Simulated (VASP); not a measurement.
Wanted: the native input for a VASP 6.6.1 run.

```
Task                   : relaxation of cell and atoms
Functional             : PBE
Potentials or basis    : VASP PAW PBE potentials, release 64 (Na_sv)
Cutoff                 : 1130 eV
k mesh                 : 6 × 6 × 6
Occupations            : gaussian, width 0.1 eV
Spin                   : no spin polarisation
Dipole correction      : no
Further INCAR settings : ALGO = Normal; EDIFF = 1e-07; IBRION = 2; EDIFFG = -0.04; NSW = 90; ISIF = 3
```

The structure of Na lies in POSCAR:

```
Na
1.0
    5.0118659100      0.0000000000      0.0000000000
   -2.5059329600      4.3404032000      0.0000000000
    0.0000000000      0.0000000000      3.6481809000
Na
2
Direct
    0.3333333300      0.6666666700      0.5000000000
    0.6666666700      0.3333333300      0.5000000000
```

The cell was generated, and may not be a known phase.

The input as run:

INCAR

```
SYSTEM = Na
PREC = Accurate
ENCUT = 1130
EDIFF = 1E-7
ISMEAR = 0
SIGMA = 0.1
LREAL = .False.
LASPH = .True.
NELM = 120
ALGO = Normal
ISIF = 3
LWAVE = .False.
LCHARG = .False.
GGA = PE
IBRION = 2
NSW = 90
EDIFFG = -0.04
GGA_COMPAT = .False.
NELMIN = 4
```

KPOINTS

```
regular mesh
0
Gamma
  6 6 6
  0 0 0
```

Potentials or basis: VASP PAW PBE potentials, release 64 (Na_sv).

The run is started by

```sh
$ cat potpaw_PBE.64/Na_sv/POTCAR > POTCAR
$ mpirun -np 1 vasp_std > vasp.out
```

It gave:

- Relaxed volume: 47.37 Å³/atom
- Relaxed cell: a = 5.690 Å, b = 5.690 Å, c = 3.379 Å, α = 90.00°, β = 90.00°, γ = 120.00°
- Space group after relaxing (to 0.1 Å): P6/mmm (No. 191)
- Energy gained by relaxing: 100.7 meV/atom
- Ionic steps: 4
- Pressure after relaxing: 0.0 GPa
- Band gap on the k mesh: zero (bands 9 and 10 overlap by 2.95 eV)

Caveat: the volume moved by over 15 % at a fixed basis, so the end points are rough.

Run time: 2.4 min on 1 thread of AMD EPYC 9R45 96-Core Processor (Zen 5), with other jobs on the host, peak memory 0.35 GiB.
